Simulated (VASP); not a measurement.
# SiNi (WC type) (P-6m2) in VASP: a series of runs

Runs on SiNi (WC type). Level: PBE. Tasks: single point.

Program: VASP 6.6.1. These are calculated values, not measurements. Logs are shortened: lines on timing, memory, paths and dates and some standing lists are left out, and cuts for length are marked.

### Step 1. The cell of the first run

Symmetry: P-6m2, No. 187, hexagonal system. The conventional cell has a = 2.670 Å, b = 2.670 Å, c = 3.580 Å, α = 90.00°, β = 90.00°, γ = 120.00°. Within 3.1 Å of Ni (site symmetry -6m2) lie 6 Si at 2.36 Å and 6 Ni at 2.67 Å. Si (site symmetry -6m2) has 6 Ni at 2.36 Å and 6 Si at 2.67 Å within 3.1 Å.

### Step 2. Single point, PBE

File INCAR:

```
PREC = Accurate
ENCUT = 520
EDIFF = 1E-7
ISMEAR = -1
SIGMA = 0.05
LREAL = F
LASPH = T
NELM = 80
ALGO = Normal
ISIF = 2
LWAVE = F
LCHARG = F
GGA = PE
NBANDS = 14
```

File KPOINTS:

```
regular mesh
0
Gamma
  15 15 13
```

File POSCAR:

```
SiNi
1.0
    2.6695745651      0.0000000000      0.0000000000
   -1.3347872825      2.3119193907      0.0000000000
    0.0000000000      0.0000000000      3.5803581167
Ni Si
1 1
Direct
    0.0000000000      0.0000000000      0.0000000000
    0.3333333333      0.6666666667      0.5000000000
```

Potentials or basis: VASP PAW PBE potentials, release 64 (Ni, Si).

Launch:

```
cat potpaw_PBE.64/Ni/POTCAR potpaw_PBE.64/Si/POTCAR > POTCAR
mpirun -np 1 vasp_std > vasp.out
```

OUTCAR:

```text
PREC = Accurate
   ENCUT = 520
   EDIFF = 1E-7
   ISMEAR = -1
   LREAL = F
   LASPH = T
   NELM = 80
   ISIF = 2
   GGA = PE

 ion  position               nearest neighbor table
   1  0.000  0.000  0.000-   2 2.36   2 2.36   2 2.36   2 2.36   2 2.36   2 2.36
   2  0.333  0.667  0.500-   1 2.36   1 2.36   1 2.36   1 2.36   1 2.36   1 2.36

  LATTYP: Found a hexagonal cell.
 ALAT       =     2.6695745651
 C/A-ratio  =     1.3411717970

  Lattice vectors:

 A1 = (   2.6695745651,   0.0000000000,   0.0000000000)
 A2 = (  -1.3347872825,   2.3119193907,   0.0000000000)
 A3 = (   0.0000000000,   0.0000000000,   3.5803581167)

Analysis of symmetry for initial positions (statically):
=====================================================================
 Subroutine PRICEL returns:
 Original cell was already a primitive cell.

 Routine SETGRP: Setting up the symmetry group for a
 hexagonal supercell.

 Subroutine GETGRP returns: Found 12 space group operations
 (whereof 12 operations were pure point group operations)
 out of a pool of 24 trial point group operations.

The static configuration has the point symmetry D_3h.

Analysis of symmetry for dynamics (positions and initial velocities):
=====================================================================
 Subroutine PRICEL returns:
 Original cell was already a primitive cell.

 Routine SETGRP: Setting up the symmetry group for a
 hexagonal supercell.

 Subroutine GETGRP returns: Found 12 space group operations
 (whereof 12 operations were pure point group operations)
 out of a pool of 24 trial point group operations.

The dynamic configuration has the point symmetry D_3h.

 Subroutine INISYM returns: Found 12 space group operations
 (whereof 12 operations are pure point group operations),
 and found     1 'primitive' translations

----------------------------------------------------------------------------------------

                                     Primitive cell

  volume of cell :      22.0974

  direct lattice vectors                    reciprocal lattice vectors
     2.669574565  0.000000000  0.000000000     0.374591522  0.216270516  0.000000000
    -1.334787283  2.311919391  0.000000000     0.000000000  0.432541032  0.000000000
     0.000000000  0.000000000  3.580358117     0.000000000  0.000000000  0.279301670

  length of vectors
     2.669574565  2.669574565  3.580358117     0.432541032  0.432541032  0.279301670

  position of ions in fractional coordinates (direct lattice)
     0.000000000  0.000000000  0.000000000
     0.333333333  0.666666667  0.500000000

  ion indices of the primitive-cell ions
   primitive index   ion index
                 1           1
                 2           2

----------------------------------------------------------------------------------------

 KPOINTS: regular mesh

Automatic generation of k-mesh.
 Grid dimensions read from file:
 generate k-points for:   15   15   13

 Generating k-lattice:

  Cartesian coordinates                     Fractional coordinates (reciprocal lattice)
     0.024972768  0.014418034  0.000000000     0.066666667  0.000000000  0.000000000
     0.000000000  0.028836069  0.000000000     0.000000000  0.066666667  0.000000000
     0.000000000  0.000000000  0.021484744     0.000000000  0.000000000  0.076923077

  Length of vectors
     0.028836069  0.028836069  0.021484744

  Shift w.r.t. Gamma in fractional coordinates (k-lattice)
     0.000000000  0.000000000  0.000000000

 Subroutine IBZKPT returns following result:
 ===========================================

 Found    189 irreducible k-points:

 Following reciprocal coordinates:
            Coordinates               Weight
  0.000000  0.000000  0.000000      1.000000
  0.066667 -0.000000  0.000000      6.000000
  0.133333 -0.000000  0.000000      6.000000
  0.200000 -0.000000  0.000000      6.000000
  0.266667 -0.000000  0.000000      6.000000
  0.333333 -0.000000  0.000000      6.000000
[... 16 lines left out ...]
  0.333333  0.200000  0.000000     12.000000
  0.400000  0.200000  0.000000      6.000000
 [... further k-points ...]
   k-points           NKPTS =    189   k-points in BZ     NKDIM =    189   number of bands    NBANDS=     14
   number of dos      NEDOS =    301   number of ions     NIONS =      2
   total plane-waves  NPLWV =  11200
   dimension x,y,z NGX =    20 NGY =   20 NGZ =   28
   dimension x,y,z NGXF=    40 NGYF=   40 NGZF=   56
   ions per type =               1   1
   NGX,Y,Z   is equivalent  to a cutoff of  12.45, 12.45, 13.00 a.u.
   NGXF,Y,Z  is equivalent  to a cutoff of  24.91, 24.91, 26.00 a.u.
 SYSTEM =  unknown system
   PREC   = accura    normal or accurate (medium, high low for compatibility)
   ISTART =      0    job   : 0-new  1-cont  2-samecut
   ICHARG =      2    charge: 1-file 2-atom 10-const
   ISPIN  =      1    spin polarized calculation?
   LNONCOLLINEAR =      F non collinear calculations
   LSORBIT =      F    spin-orbit coupling
   LASPH  =      T    aspherical Exc in radial PAW
   ENCUT  =  520.0 eV  38.22 Ry    6.18 a.u.   4.96  4.96  6.66*2*pi/ulx,y,z
   NELM   =     80;   NELMIN=  2; NELMDL= -5     # of ELM steps
   EDIFF  = 0.1E-06   stopping-criterion for ELM
   LREAL  =      F    real-space projection
   EDIFFG = 0.1E-05   stopping-criterion for IOM
   NSW    =      0    number of steps for IOM
   IBRION =     -1    ionic relax: 0-MD 1-quasi-New 2-CG
   NFREE  =      0    steps in history (QN), initial steepest desc. (CG)
   ISIF   =      2    stress and relaxation
   ISYM   =      2    0-nonsym 1-usesym 2-fastsym
   POTIM  = 0.5000    time-step for ionic-motion
   TEBEG  =    0.0;   TEEND  =   0.0 temperature during run
   PSTRESS=    0.0 pullay stress
   NELECT =      14.0000    total number of electrons
   NUPDOWN=      -1.0000    fix difference up-down
   EMIN   =  10.00;   EMAX   =-10.00  energy-range for DOS
   EFERMI =   0.00;   METHOD = LEGACY
   ISMEAR =    -1;   SIGMA  =   0.05  broadening in eV -4-tet -1-fermi 0-gaus
   EFERMI_NEDOS =   21; number of points for ismear=-14 and -15
   IALGO  =     38    algorithm
   IMIX   =      4    mixing-type and parameters
     AMIX     =   0.40;   BMIX     =  1.00
     AMIX_MAG =   1.60;   BMIX_MAG =  1.00
  volume/ion in A,a.u.               =      11.05        74.56
  Fermi-wavevector in a.u.,A,eV,Ry     =   1.406060  2.657068 26.898772  1.977004
  Thomas-Fermi vector in A             =   2.528458
   LORBIT       =      0    0 simple, 1 ext, 2 COOP (PROOUT), +10 PAW based schemes
   GGA     = PE    functional components
   LHFCALC =     F    Hartree Fock is set to
   AEXX    =    0.0000 exact exchange contribution
   IVDW    =     0    specifies the selected vdW correction
   LEPSILON=     F    determine dielectric tensor
   LRPA    =     F    only Hartree local field effects (RPA)
 non-spin polarized calculation
  energy-cutoff  :      520.00
  volume of cell :       22.10
 maximum number of plane-waves:       611
 NGX is ok and might be reduce to    20
   NGX =  9   NGY =  9   NGZ = 13

 number of electron      13.9999999 magnetization

 Free energy of the ion-electron system (eV)
  ---------------------------------------------------
  ext. energy  EPLUGINS =         0.00000000
  ---------------------------------------------------
  free energy    TOTEN  =       -11.48138752 eV

  energy without entropy =      -11.47697891  energy(sigma->0) =      -11.47918321

 E-fermi :  12.2192     XC(G=0): -12.7246

 val. band max:       12.1921351009   @ k =   0.4667   0.0000   0.4615
 cond. band min:      12.2338575225   @ k =   0.3333   0.2667   0.4615
 fundamental gap:      0.0417224216
 Fermi energy:        12.2192407160

 k-point     1 :       0.0000    0.0000    0.0000
  band No.  band energies     occupation
      1      -2.2602      2.00000
      2       7.3119      2.00000
      3       8.5594      2.00000
      4       9.5177      2.00000
      5       9.5177      2.00000
      6       9.9897      2.00000
      7       9.9897      2.00000
      8      14.6038      0.00000
      9      22.0682      0.00000
     10      22.0682      0.00000
     11      23.6679      0.00000
     12      23.6679      0.00000
     13      26.5320      0.00000
     14      30.1395      0.00000

 k-point     2 :       0.0667   -0.0000    0.0000
  band No.  band energies     occupation
      1      -2.1377      2.00000
      2       7.3812      2.00000
      3       8.4350      2.00000
      4       9.4581      2.00000
      5       9.5697      2.00000
      6       9.9736      2.00000
      7      10.2152      2.00000
      8      14.6386      0.00000
      9      20.6159      0.00000
     10      21.1857      0.00000
     11      23.6868      0.00000
     12      24.7386      0.00000
     13      27.3361      0.00000
     14      29.5825      0.00000

 k-point     3 :       0.1333   -0.0000    0.0000
  band No.  band energies     occupation
      1      -1.7720      2.00000
      2       7.5689      2.00000
      3       8.1930      2.00000
      4       9.2889      2.00000
      5       9.7204      2.00000
      6       9.9280      2.00000
      7      10.7583      2.00000
      8      14.7401      0.00000
      9      18.2734      0.00000
     10      19.9710      0.00000
     11      23.1360      0.00000
     12      26.5150      0.00000
     13      27.6044      0.00000
     14      28.6970      0.00000

 k-point     4 :       0.2000   -0.0000    0.0000
  band No.  band energies     occupation
      1      -1.1678      2.00000
      2       7.8055      2.00000
      3       7.9620      2.00000
      4       9.0307      2.00000
      5       9.8614      2.00000
      6       9.9539      2.00000
      7      11.4843      2.00000
      8      14.8166      0.00000
      9      16.0965      0.00000
     10      18.8820      0.00000
     11      22.4506      0.00000
     12      25.5046      0.00000
     13      28.5300      0.00000
     14      29.1863      0.00000

 k-point     5 :       0.2667   -0.0000    0.0000
  band No.  band energies     occupation
      1      -0.3337      2.00000
      2       7.7793      2.00000
      3       7.9438      2.00000
      4       8.6886      2.00000
      5       9.7856      2.00000
      6      10.2422      2.00000
      7      12.3433      0.15440
      8      13.7224      0.00000
      9      15.5637      0.00000
     10      17.9622      0.00000
     11      21.8462      0.00000
[... 276 lines left out ...]
 k-point    22 :       0.2667    0.2000    0.0000
  band No.  band energies     occupation
      1       2.0785      2.00000
      2       7.3218      2.00000
      3       7.7602      2.00000
      4       8.1565      2.00000
      5       9.2576      2.00000
      6      10.6244      2.00000
      7      12.1466      1.62106
      8      12.8843      0.00000
      9      14.7518      0.00000
     10      17.3826      0.00000
     11      20.9377      0.00000
     12      24.1269      0.00000
     13      24.5138      0.00000
     14      26.8350      0.00000

 k-point    23 :       0.3333    0.2000    0.0000
  band No.  band energies     occupation
      1       3.3687      2.00000
      2       6.2782      2.00000
      3       7.7962      2.00000
      4       7.9001      2.00000
      5       9.1062      2.00000
      6      10.7395      2.00000
      7      11.6459      1.99998
      8      12.5780      0.00153
      9      15.8487      0.00000
     10      18.3990      0.00000
     11      19.6109      0.00000
     12      22.8669      0.00000
     13      23.5491      0.00000
     14      26.5533      0.00000

 k-point    24 :       0.4000    0.2000    0.0000
  band No.  band energies     occupation
      1       4.4883      2.00000
      2       5.1819      2.00000
      3       7.8153      2.00000
      4       7.8198      2.00000
      5       9.0472      2.00000
      6      10.7958      2.00000
      7      11.5263      2.00000
      8      12.4638      0.01492
      9      16.4975      0.00000
     10      18.8685      0.00000
     11      19.0345      0.00000
     12      21.9989      0.00000
     13      23.3725      0.00000
     14      26.4256      0.00000

 [... further k-points ...]
[... 5 lines left out ...]
  --------------------------------------------------------------------------------------
  -------------------------------------------------------------------------------------
  Total        1.6455367      1.6455367      1.6803434      0.0000000      0.0000000      0.0000000
  in kB      119.3100297    119.3100297    121.8336920      0.0000000      0.0000000      0.0000000
  external PRESSURE =     120.1512505 kB  Pullay stress =       0.0000000 kB

 VOLUME and BASIS-vectors are now :
 -----------------------------------------------------------------------------
  energy-cutoff  :      520.00
  volume of cell :       22.10
      direct lattice vectors                 reciprocal lattice vectors
     2.669574565  0.000000000  0.000000000     0.374591522  0.216270516  0.000000000
    -1.334787283  2.311919391  0.000000000     0.000000000  0.432541032  0.000000000
     0.000000000  0.000000000  3.580358117     0.000000000  0.000000000  0.279301670

 POSITION                                       TOTAL-FORCE (eV/Angst)
 -----------------------------------------------------------------------------------
      0.00000      0.00000      0.00000         0.000000      0.000000      0.000000
     -0.00000      1.54128      1.79018         0.000000      0.000000      0.000000
 -----------------------------------------------------------------------------------
    total drift:                                0.000000     -0.000000      0.000000

  FREE ENERGIE OF THE ION-ELECTRON SYSTEM (eV)
  ---------------------------------------------------
  free  energy   TOTEN  =       -11.4813875191 eV

  energy  without entropy=      -11.4769789056  energy(sigma->0) =      -11.47918321
```

Run time: 23 s. Hardware: 1 thread of Intel Xeon 6975P-C (Granite Rapids), shared host; peak memory 0.18 GiB.

What came out:

| Property | Result |
| --- | --- |
| Free energy | -11.4814 eV |
| Pressure | 12.0 GPa |
| Band gap on the k mesh | zero (band 7 reaches 13.24 eV, above the bottom of band 8 at 11.44 eV) |

Spin polarisation is off, so any magnetic state and its effect on volume and gap are missing.

### Step 3. Single point, PBE

File INCAR:

```
  ALGO = Normal
  EDIFF = 1E-6
  ENCUT = 520
  GGA = PE
  ISIF = 2
  ISMEAR = -1
  LASPH = True
  LCHARG = False
  LREAL = False
  LWAVE = False
  NBANDS = 14
  NELM = 60
  PREC = Accurate
  SIGMA = 0.05
```

File KPOINTS:

```
k-points
0
Gamma
  15 15 13
```

File POSCAR:

```
SiNi
1.0
    2.6694355589      0.0000000000      0.0000000000
   -1.3347177795      2.3117990077      0.0000000000
    0.0000000000      0.0000000000      3.5804214826
Ni Si
1 1
Direct
    0.0000000000      0.0000000000      0.0000000000
    0.3333333333      0.6666666667      0.5000000000
```

Potentials or basis: VASP PAW PBE potentials, release 64 (Ni, Si).

Launch:

```
cat potpaw_PBE.64/Ni/POTCAR potpaw_PBE.64/Si/POTCAR > POTCAR
mpirun -np 1 vasp_std > vasp.out
```

Wall time 22 s (1 thread of Intel Xeon 6975P-C (Granite Rapids), shared host); peak memory 0.17 GiB.

Results (log left out):

- Free energy: -11.4812 eV
- Pressure: 12.0 GPa
- Band gap on the k mesh: zero (band 7 reaches 13.24 eV, above the bottom of band 8 at 11.44 eV)

Stress tensor (GPa, compression positive):
```
11.97  0.00  0.00
 0.00 11.97  0.00
 0.00  0.00 12.21
```

Levels at points of the mesh, in eV from the Fermi level:
```tsv
k point	band 3	band 4	band 5	band 6	band 7	band 8	band 9	band 10	band 11	band 12
(0.00, 0.00, 0.00)	-3.66	-2.70	-2.70	-2.23	-2.23	2.38	9.85	9.85	11.45	11.45
```
